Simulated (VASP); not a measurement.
Write the native input for VASP 6.6.1 that does the following.

| Item | Value |
| --- | --- |
| Task | single point |
| Functional | PBE |
| Potentials or basis | VASP PAW PBE potentials, release 64 (In_d, P) |
| Cutoff | 520 eV |
| k mesh | 8 × 8 × 8 |
| Occupations | gaussian, width 0.017 eV |
| Spin | no spin polarisation |
| Dipole correction | no |
| Further INCAR settings | ALGO = Normal; EDIFF = 1e-07; NBANDS = 16 |

The structure of InP lies in POSCAR:

```
InP
1.0
    0.0000000000      2.9305000000      2.9305000000
    2.9305000000      0.0000000000      2.9305000000
    2.9305000000      2.9305000000      0.0000000000
In P
1 1
Direct
    0.0000000000      0.0000000000      0.0000000000
    0.7500000000      0.7500000000      0.7500000000
```

These files were run (other wordings do the same):

INCAR

```
PREC = Accurate ; ENCUT = 520
EDIFF = 1E-7 ; ISMEAR = 0
SIGMA = 0.017 ; LREAL = F
LASPH = T ; NELM = 100
ALGO = Normal ; ISIF = 2
LWAVE = F ; LCHARG = F
GGA = PE ; NBANDS = 16
```

KPOINTS

```
regular mesh
0
Gamma
  8 8 8
```

Potentials or basis: VASP PAW PBE potentials, release 64 (In_d, P).

The run is started by

```console
$ cat potpaw_PBE.64/In_d/POTCAR potpaw_PBE.64/P/POTCAR > POTCAR
$ mpirun -np 1 vasp_std > vasp.out
```

Results of the run:

- Pressure: 3.3 GPa
- Band gap on the k mesh: 0.71 eV, direct

Caveat: spin-orbit coupling is left out, which moves the levels of the heavy elements.

It took 24 s on 1 thread of Intel(R) Xeon(R) Platinum 8259CL CPU @ 2.50GHz (Skylake/Cascade Lake), on a shared host, peak memory 0.18 GiB.
